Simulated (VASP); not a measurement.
Wanted: the native input for a VASP 6.6.1 run.

| Quantity | Value |
| --- | --- |
| Task | single point |
| Functional | r2SCAN |
| Potentials or basis | VASP PAW PBE potentials, release 64 (Ta_pv, N) |
| Cutoff | 520 eV |
| k mesh | 20 × 20 × 20 |
| Occupations | gaussian, width 0.15 eV |
| Spin | no spin polarisation |
| Dipole correction | no |
| Further INCAR settings | ALGO = Normal; EDIFF = 1e-06; NBANDS = 15 |

TaN:

```
Ta N
1.0
     0.11327    2.23708    2.23708
     2.23708    0.11327    2.23708
     2.23708    2.23708    0.11327
Ta N
1 1
Direct
  0.50000 0.50000 0.50000
  0.00000 0.00000 0.00000
```

This cell differs from its parent crystal: ratio of the length along [111] to the lengths across it x 1.08, volume and fractional coordinates fixed.

These files were run (other wordings do the same):

POSCAR

```
TaN
1.0
    0.1132699494      2.2370814999      2.2370814999
    2.2370814999      0.1132699494      2.2370814999
    2.2370814999      2.2370814999      0.1132699494
Ta N
1 1
Direct
    0.5000000000      0.5000000000      0.5000000000
    0.0000000000      0.0000000000      0.0000000000
```

INCAR.step1

```
PREC     = Accurate       # precision mode
ENCUT    = 520            # plane-wave cutoff, eV
ISMEAR   = 0              # smearing method
SIGMA    = 0.15           # smearing width, eV
LREAL    = False          # projectors in reciprocal space
LASPH    = True           # aspherical terms in the spheres
NELM     = 100            # most SCF steps
NBANDS   = 15             # bands
GGA      = PE             # functional
ALGO     = Normal         # electronic algorithm
EDIFF    = 1E-4           # SCF threshold, eV
LWAVE    = True           # write WAVECAR
LCHARG   = False          # write CHGCAR
```

INCAR.step2

```
PREC     = Accurate       # precision mode
ENCUT    = 520            # plane-wave cutoff, eV
EDIFF    = 1E-6           # SCF threshold, eV
ISMEAR   = 0              # smearing method
SIGMA    = 0.15           # smearing width, eV
LREAL    = False          # projectors in reciprocal space
LASPH    = True           # aspherical terms in the spheres
NELM     = 100            # most SCF steps
ALGO     = Normal         # electronic algorithm
ISIF     = 2              # what is computed and relaxed
LWAVE    = False          # write WAVECAR
LCHARG   = False          # write CHGCAR
METAGGA  = R2SCAN         # meta-GGA
LMIXTAU  = True         
NBANDS   = 15             # bands
ISTART   = 1
```

KPOINTS

```
Automatic mesh
0
Gamma
  20 20 20
```

Potentials or basis: VASP PAW PBE potentials, release 64 (Ta_pv, N).

Run with:

```bash
$ cat potpaw_PBE.64/Ta_pv/POTCAR potpaw_PBE.64/N/POTCAR > POTCAR
$ cp INCAR.step1 INCAR
$ mpirun -np 1 vasp_std > vasp.out
$ cp INCAR.step2 INCAR
$ mpirun -np 1 vasp_std > vasp.out
```

Results of the run:

The pressure is 12.3 GPa. The band gap on the k mesh is zero (bands 8 and 9 overlap by 3.48 eV).

Caveat: the cell stands under pressure; the PAW data sets were made with another functional, which shifts forces and pressure a little; spin-orbit coupling is left out, which moves the levels of the heavy elements.

It took 24 min on 1 thread of AMD EPYC 7R43 64-Core Processor (Zen 3), with other jobs on the host, peak memory 0.31 GiB.
